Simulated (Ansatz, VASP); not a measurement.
# BeCr3 in VASP and in Ansatz

```
Cr Be
1.0
     3.51121    0.00000    0.00000
     0.00000    3.51121    0.00000
     0.00000    0.00000    3.51121
Cr Be
3 1
Direct
  0.50000 0.50000 0.00000
  0.50000 0.00000 0.50000
  0.00000 0.50000 0.50000
  0.00000 0.00000 0.00000
```

Alike in both runs: task single point; functional PBE; k mesh 6 × 6 × 6; occupations fermi-dirac, width 0.05 eV; collinear spin; fixed moment 2.2 μB.

|  | VASP | Ansatz |
| --- | --- | --- |
| version | VASP 6.6.1 | Ansatz 0.2.0 |
| potentials or method | VASP PAW PBE potentials, release 64 (Cr_sv, Be) | Ansatz PAW |
| plane-wave cutoff (eV) | 600 | 420 |
| valence electrons in the cell | 44 | 44 |

VASP gave:

```
pressure (GPa)                                                : 0.7
net moment per atom (μB)                                      : 0.55
size of the moment on the site where the two differ most (μB) : 0.62
```

**Question.** Which values does Ansatz return?

**Answer.** Pressure (GPa): 3.1; net moment per atom (μB): 0.55; size of the moment on the site where the two differ most (μB): 0.65.

Site moments also hang on the region over which each program counts them.
